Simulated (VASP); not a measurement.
# In2SiS (P-3m1) in VASP: single point with PBE

Aim: the single point of In2SiS with PBE.

All numbers are computed with VASP 6.6.1; they aren't measurements. Logs are shortened: lines on timing, memory, paths and dates and some standing lists are left out, and cuts for length are marked.

### 1 The cell of the first run

The structure is trigonal, space group P-3m1 (No. 164). Conventional cell: a = 4.126 Å, b = 4.126 Å, c = 6.367 Å, α = 90.00°, β = 90.00°, γ = 120.00°. Within 3.8 Å of In (site symmetry 3m) lie 3 Si at 2.79 Å and 3 S at 2.94 Å and 3 In at 3.76 Å. Within 3.7 Å of Si (site symmetry -3m) lie 6 In at 2.79 Å and 2 S at 3.18 Å. Within 3.9 Å of S (site symmetry -3m) lie 6 In at 2.94 Å and 2 Si at 3.18 Å.

The cell was generated, and may not be a known phase.

### 2 Single point, PBE

Contents of INCAR:

```
PREC     = Accurate       # precision mode
ENCUT    = 500            # plane-wave cutoff, eV
EDIFF    = 1E-6           # SCF threshold, eV
ISMEAR   = 0              # smearing method
SIGMA    = 0.15           # smearing width, eV
LREAL    = F              # projectors in reciprocal space
LASPH    = T              # aspherical terms in the spheres
NELM     = 120            # most SCF steps
ALGO     = Normal         # electronic algorithm
ISIF     = 2              # what is computed and relaxed
LWAVE    = F              # write WAVECAR
LCHARG   = T              # write CHGCAR
GGA      = PE             # functional
LELF     = T              # ELF
LVHAR    = T            
NBANDS   = 26             # bands
GGA_COMPAT= F
```

Contents of KPOINTS:

```
regular mesh
0
Gamma
  4 4 2
```

Contents of POSCAR:

```
In2SiS
1.0
    4.1255538811      0.0000000000      0.0000000000
   -2.0627769405      3.5728344657      0.0000000000
    0.0000000000      0.0000000000      6.3673932444
In Si S
2 1 1
Direct
    0.6666666667      0.3333333333      0.2711633150
    0.3333333333      0.6666666667      0.7288366850
    0.0000000000      0.0000000000      0.5000000000
    0.0000000000      0.0000000000      0.0000000000
```

Potentials or basis: VASP PAW PBE potentials, release 64 (In_d, Si, S).

Run with:

```console
> cat potpaw_PBE.64/In_d/POTCAR potpaw_PBE.64/Si/POTCAR potpaw_PBE.64/S/POTCAR > POTCAR
> mpirun -np 1 vasp_std > vasp.out
```

OUTCAR:

```text
PREC = Accurate
   ENCUT = 500
   EDIFF = 1E-6
   ISMEAR = 0
   LREAL = F
   LASPH = T
   NELM = 120
   ISIF = 2
   GGA = PE

 ion  position               nearest neighbor table
   1  0.667  0.333  0.271-   3 2.79   3 2.79   3 2.79   4 2.94   4 2.94   4 2.94   2 3.76   2 3.76
                             2 3.76
   2  0.333  0.667  0.729-   3 2.79   3 2.79   3 2.79   4 2.94   4 2.94   4 2.94   1 3.76   1 3.76
                             1 3.76
   3  0.000  0.000  0.500-   1 2.79   2 2.79   2 2.79   1 2.79   1 2.79   2 2.79
   4  0.000  0.000  0.000-   1 2.94   2 2.94   2 2.94   1 2.94   1 2.94   2 2.94

  LATTYP: Found a hexagonal cell.
 ALAT       =     4.1255538811
 C/A-ratio  =     1.5434032442

  Lattice vectors:

 A1 = (   4.1255538811,   0.0000000000,   0.0000000000)
 A2 = (  -2.0627769405,   3.5728344657,   0.0000000000)
 A3 = (   0.0000000000,   0.0000000000,   6.3673932444)

Analysis of symmetry for initial positions (statically):
=====================================================================
 Subroutine PRICEL returns:
 Original cell was already a primitive cell.

 Routine SETGRP: Setting up the symmetry group for a
 hexagonal supercell.

 Subroutine GETGRP returns: Found 12 space group operations
 (whereof 12 operations were pure point group operations)
 out of a pool of 24 trial point group operations.

The static configuration has the point symmetry D_3d.

Analysis of symmetry for dynamics (positions and initial velocities):
=====================================================================
 Subroutine PRICEL returns:
 Original cell was already a primitive cell.

 Routine SETGRP: Setting up the symmetry group for a
 hexagonal supercell.

 Subroutine GETGRP returns: Found 12 space group operations
 (whereof 12 operations were pure point group operations)
 out of a pool of 24 trial point group operations.

The dynamic configuration has the point symmetry D_3d.

 Subroutine INISYM returns: Found 12 space group operations
 (whereof 12 operations are pure point group operations),
 and found     1 'primitive' translations

----------------------------------------------------------------------------------------

                                     Primitive cell

  volume of cell :      93.8549

  direct lattice vectors                    reciprocal lattice vectors
     4.125553881  0.000000000  0.000000000     0.242391695  0.139944911  0.000000000
    -2.062776941  3.572834466  0.000000000     0.000000000  0.279889821  0.000000000
     0.000000000  0.000000000  6.367393244     0.000000000  0.000000000  0.157050140

  length of vectors
     4.125553881  4.125553881  6.367393244     0.279889821  0.279889821  0.157050140

  position of ions in fractional coordinates (direct lattice)
     0.666666667  0.333333333  0.271163315
     0.333333333  0.666666667  0.728836685
     0.000000000  0.000000000  0.500000000
     0.000000000  0.000000000  0.000000000

  ion indices of the primitive-cell ions
   primitive index   ion index
                 1           1
                 2           2
                 3           3
                 4           4

----------------------------------------------------------------------------------------

 KPOINTS: regular mesh

Automatic generation of k-mesh.
 Grid dimensions read from file:
 generate k-points for:    4    4    2

 Generating k-lattice:

  Cartesian coordinates                     Fractional coordinates (reciprocal lattice)
     0.060597924  0.034986228  0.000000000     0.250000000  0.000000000  0.000000000
     0.000000000  0.069972455  0.000000000     0.000000000  0.250000000  0.000000000
     0.000000000  0.000000000  0.078525070     0.000000000  0.000000000  0.500000000

  Length of vectors
     0.069972455  0.069972455  0.078525070

  Shift w.r.t. Gamma in fractional coordinates (k-lattice)
     0.000000000  0.000000000  0.000000000

 Subroutine IBZKPT returns following result:
 ===========================================

 Found      8 irreducible k-points:

 Following reciprocal coordinates:
            Coordinates               Weight
  0.000000  0.000000  0.000000      1.000000
  0.250000  0.000000  0.000000      6.000000
  0.500000  0.000000  0.000000      3.000000
  0.250000  0.250000  0.000000      6.000000
  0.000000  0.000000  0.500000      1.000000
  0.250000  0.000000  0.500000      6.000000
  0.500000  0.000000  0.500000      3.000000
  0.250000  0.250000  0.500000      6.000000
   k-points           NKPTS =      8   k-points in BZ     NKDIM =      8   number of bands    NBANDS=     26
   number of dos      NEDOS =    301   number of ions     NIONS =      4
   total plane-waves  NPLWV =  43200
   dimension x,y,z NGX =    30 NGY =   30 NGZ =   48
   dimension x,y,z NGXF=    60 NGYF=   60 NGZF=   96
   ions per type =               2   1   1
   NGX,Y,Z   is equivalent  to a cutoff of  12.09, 12.09, 12.53 a.u.
   NGXF,Y,Z  is equivalent  to a cutoff of  24.18, 24.18, 25.06 a.u.
 SYSTEM =  unknown system
   PREC   = accura    normal or accurate (medium, high low for compatibility)
   ISTART =      0    job   : 0-new  1-cont  2-samecut
   ICHARG =      2    charge: 1-file 2-atom 10-const
   ISPIN  =      1    spin polarized calculation?
   LNONCOLLINEAR =      F non collinear calculations
   LSORBIT =      F    spin-orbit coupling
   LASPH  =      T    aspherical Exc in radial PAW
   ENCUT  =  500.0 eV  36.75 Ry    6.06 a.u.   7.52  7.52 11.61*2*pi/ulx,y,z
   NELM   =    120;   NELMIN=  2; NELMDL= -5     # of ELM steps
   EDIFF  = 0.1E-05   stopping-criterion for ELM
   LREAL  =      F    real-space projection
   EDIFFG = 0.1E-04   stopping-criterion for IOM
   NSW    =      0    number of steps for IOM
   IBRION =     -1    ionic relax: 0-MD 1-quasi-New 2-CG
   NFREE  =      0    steps in history (QN), initial steepest desc. (CG)
   ISIF   =      2    stress and relaxation
   ISYM   =      2    0-nonsym 1-usesym 2-fastsym
   POTIM  = 0.5000    time-step for ionic-motion
   TEBEG  =    0.0;   TEEND  =   0.0 temperature during run
   PSTRESS=    0.0 pullay stress
   NELECT =      36.0000    total number of electrons
   NUPDOWN=      -1.0000    fix difference up-down
   EMIN   =  10.00;   EMAX   =-10.00  energy-range for DOS
   EFERMI =   0.00;   METHOD = LEGACY
   ISMEAR =     0;   SIGMA  =   0.15  broadening in eV -4-tet -1-fermi 0-gaus
   EFERMI_NEDOS =   21; number of points for ismear=-14 and -15
   IALGO  =     38    algorithm
   IMIX   =      4    mixing-type and parameters
     AMIX     =   0.40;   BMIX     =  1.00
     AMIX_MAG =   1.60;   BMIX_MAG =  1.00
  volume/ion in A,a.u.               =      23.46       158.34
  Fermi-wavevector in a.u.,A,eV,Ry     =   1.189479  2.247789 19.250338  1.414860
  Thomas-Fermi vector in A             =   2.325585
   LORBIT       =      0    0 simple, 1 ext, 2 COOP (PROOUT), +10 PAW based schemes
   GGA     = PE    functional components
   LHFCALC =     F    Hartree Fock is set to
   AEXX    =    0.0000 exact exchange contribution
   IVDW    =     0    specifies the selected vdW correction
   LEPSILON=     F    determine dielectric tensor
   LRPA    =     F    only Hartree local field effects (RPA)
 non-spin polarized calculation
 Gauss-broadening in eV      SIGMA  =   0.15
  energy-cutoff  :      500.00
  volume of cell :       93.85
 maximum number of plane-waves:      2417
   NGX = 15   NGY = 15   NGZ = 23

 number of electron      36.0000029 magnetization

 Free energy of the ion-electron system (eV)
  ---------------------------------------------------
  ext. energy  EPLUGINS =         0.00000000
  ---------------------------------------------------
  free energy    TOTEN  =       -14.34757979 eV

  energy without entropy =      -14.31659727  energy(sigma->0) =      -14.33208853

 E-fermi :   6.5900     XC(G=0):  -9.8416

 val. band max:        6.5570513622   @ k =   0.2500   0.0000   0.0000
 cond. band min:       6.6209740262   @ k =   0.2500   0.2500   0.0000
 fundamental gap:      0.0639226639
 Fermi energy:         6.5899922685

 k-point     1 :       0.0000    0.0000    0.0000
  band No.  band energies     occupation
      1      -8.0744      2.00000
      2      -8.0744      2.00000
      3      -8.0631      2.00000
      4      -8.0631      2.00000
      5      -8.0623      2.00000
      6      -8.0386      2.00000
[... 18 lines left out ...]
     25      13.0546      0.00000
     26      13.2547      0.00000

 k-point     2 :       0.2500    0.0000    0.0000
  band No.  band energies     occupation
      1      -8.1401      2.00000
      2      -8.1184      2.00000
      3      -8.0904      2.00000
      4      -8.0480      2.00000
      5      -8.0395      2.00000
      6      -8.0347      2.00000
[... 18 lines left out ...]
     25      12.4003      0.00000
     26      12.7683      0.00000

 k-point     3 :       0.5000    0.0000    0.0000
  band No.  band energies     occupation
      1      -8.2350      2.00000
      2      -8.1532      2.00000
      3      -8.1076      2.00000
      4      -8.0552      2.00000
      5      -8.0404      2.00000
      6      -8.0060      2.00000
[... 18 lines left out ...]
     25      13.4086      0.00000
     26      15.1488      0.00000

 k-point     4 :       0.2500    0.2500    0.0000
  band No.  band energies     occupation
      1      -8.2386      2.00000
      2      -8.1324      2.00000
      3      -8.0870      2.00000
      4      -8.0524      2.00000
      5      -8.0442      2.00000
      6      -8.0308      2.00000
[... 18 lines left out ...]
     25      13.4465      0.00000
     26      14.3782      0.00000

 k-point     5 :       0.0000    0.0000    0.5000
  band No.  band energies     occupation
      1      -8.0857      2.00000
      2      -8.0857      2.00000
      3      -8.0644      2.00000
      4      -8.0644      2.00000
      5      -8.0614      2.00000
      6      -8.0377      2.00000
[... 18 lines left out ...]
     25      11.5167      0.00000
     26      12.2801      0.00000

 k-point     6 :       0.2500    0.0000    0.5000
  band No.  band energies     occupation
      1      -8.1609      2.00000
      2      -8.1184      2.00000
      3      -8.0744      2.00000
      4      -8.0611      2.00000
      5      -8.0521      2.00000
      6      -8.0471      2.00000
[... 18 lines left out ...]
     25      12.6718      0.00000
     26      12.9852      0.00000

 k-point     7 :       0.5000    0.0000    0.5000
  band No.  band energies     occupation
      1      -8.2203      2.00000
      2      -8.1600      2.00000
      3      -8.0860      2.00000
      4      -8.0764      2.00000
      5      -8.0704      2.00000
      6      -8.0289      2.00000
[... 18 lines left out ...]
     25      13.2749      0.00000
     26      14.7556      0.00000

 k-point     8 :       0.2500    0.2500    0.5000
  band No.  band energies     occupation
      1      -8.1991      2.00000
      2      -8.1493      2.00000
      3      -8.0796      2.00000
      4      -8.0741      2.00000
      5      -8.0482      2.00000
      6      -8.0397      2.00000
[... 18 lines left out ...]
     25      12.8002      0.00000
     26      13.0599      0.00000

------------------------ aborting loop because EDIFF is reached ----------------------------------------

  FORCE on cell =-STRESS in cart. coord.  units (eV):
  Direction    XX          YY          ZZ          XY          YZ          ZX
  --------------------------------------------------------------------------------------
  -------------------------------------------------------------------------------------
  Total        0.0635503      0.0635503      0.0951420      0.0000000     -0.0000000     -0.0000000
  in kB        1.0848537      1.0848537      1.6241503      0.0000000     -0.0000000     -0.0000000
  external PRESSURE =       1.2646193 kB  Pullay stress =       0.0000000 kB

 VOLUME and BASIS-vectors are now :
 -----------------------------------------------------------------------------
  energy-cutoff  :      500.00
  volume of cell :       93.85
      direct lattice vectors                 reciprocal lattice vectors
     4.125553881  0.000000000  0.000000000     0.242391695  0.139944911  0.000000000
    -2.062776941  3.572834466  0.000000000     0.000000000  0.279889821  0.000000000
     0.000000000  0.000000000  6.367393244     0.000000000  0.000000000  0.157050140

 POSITION                                       TOTAL-FORCE (eV/Angst)
 -----------------------------------------------------------------------------------
      2.06278      1.19094      1.72660         0.000000     -0.000000      0.027772
     -0.00000      2.38189      4.64079        -0.000000      0.000000     -0.027772
      0.00000      0.00000      3.18370        -0.000000      0.000000      0.000000
      0.00000      0.00000      0.00000        -0.000000      0.000000      0.000000
 -----------------------------------------------------------------------------------
    total drift:                                0.000000     -0.000000      0.000000

  FREE ENERGIE OF THE ION-ELECTRON SYSTEM (eV)
  ---------------------------------------------------
  free  energy   TOTEN  =       -14.3475797898 eV

  energy  without entropy=      -14.3165972656  energy(sigma->0) =      -14.33208853
```

It took 24 s on 1 thread of Intel Xeon 8259CL, shared host; peak memory 0.19 GiB.

What came out:

```yaml
Free_energy: -14.3476 eV
Pressure: 0.1 GPa
Largest_force: 0.028 eV/Å
Band_gap_on_the_k_mesh: zero (bands 18 and 19 overlap by 1.43 eV)
```

Forces on the atoms (eV/Å):
```
In   0.000  0.000  0.028
In   0.000  0.000 -0.028
Si   0.000  0.000  0.000
S    0.000  0.000  0.000
```

Levels at points of the mesh, in eV from the Fermi level:
| k point | band 14 | band 15 | band 16 | band 17 | band 18 | band 19 | band 20 | band 21 | band 22 | band 23 |
| --- | --- | --- | --- | --- | --- | --- | --- | --- | --- | --- |
| (0.00, 0.00, 0.00) | -2.43 | -2.43 | -1.27 | -0.18 | 0.72 | 0.72 | 2.37 | 2.37 | 3.04 | 3.27 |
| (0.50, 0.00, 0.00) | -4.85 | -3.79 | -3.34 | -3.32 | -0.39 | 1.22 | 1.23 | 2.53 | 2.70 | 3.46 |
| (0.00, 0.00, 0.50) | -3.73 | -2.37 | -2.37 | 0.33 | 0.33 | 0.79 | 0.83 | 3.30 | 3.30 | 4.61 |
| (0.50, 0.00, 0.50) | -6.01 | -3.03 | -2.57 | -1.94 | -1.31 | -0.72 | 0.48 | 2.52 | 3.75 | 4.59 |

Caveat: the k points lie up to 0.49 Å⁻¹ apart, too coarse for converged energies and pressures of a metal; spin-orbit coupling is left out, which moves the levels of the heavy elements.

The gap in the log of VASP goes by the Fermi energy; the results here count the filled bands.